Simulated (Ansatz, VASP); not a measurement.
# One calculation of BaTiO3, two programs

```xyz
5
Lattice="3.9343 0.0000 0.0000 0.0000 2.7987 2.8033 0.0000 -2.7987 2.8033" Properties=species:S:1:pos:R:3 pbc="T T T"
Ba    0.0000    0.0000    0.0250
Ti    1.9672    0.0000    2.8838
O     0.0000    0.0000    2.7679
O     1.9672   -1.3857    4.1611
O     1.9672    1.3857    4.1611
```

Alike in both runs: functional PBEsol; dispersion D3(BJ); k mesh 6 × 6 × 6; no spin polarisation.

Ansatz relaxed the structure, and its values are those at the end. VASP's run is a single point on that final structure, the one shown.

```csv
,VASP,Ansatz
version,VASP 6.6.1,Ansatz 0.2.0
potentials or method,"VASP PAW PBE potentials, release 64 (Ba_sv, Ti_sv, O), cutoff 520 eV","plane waves, PAW"
occupations,"methfessel-paxton of order 1, width 0.01 eV","cold, width 0.01 eV"
valence electrons in the cell,40,40
```

VASP gave:

* pressure (GPa): 2.1
* rms of the force components (eV/Å): 0.017

Question: What did Ansatz give for the same quantities?

Answer: Pressure (GPa): 0.0; rms of the force components (eV/Å): 0.000.

VASP's potentials were made for PBE, not for PBEsol.

Spin-orbit coupling is off throughout.
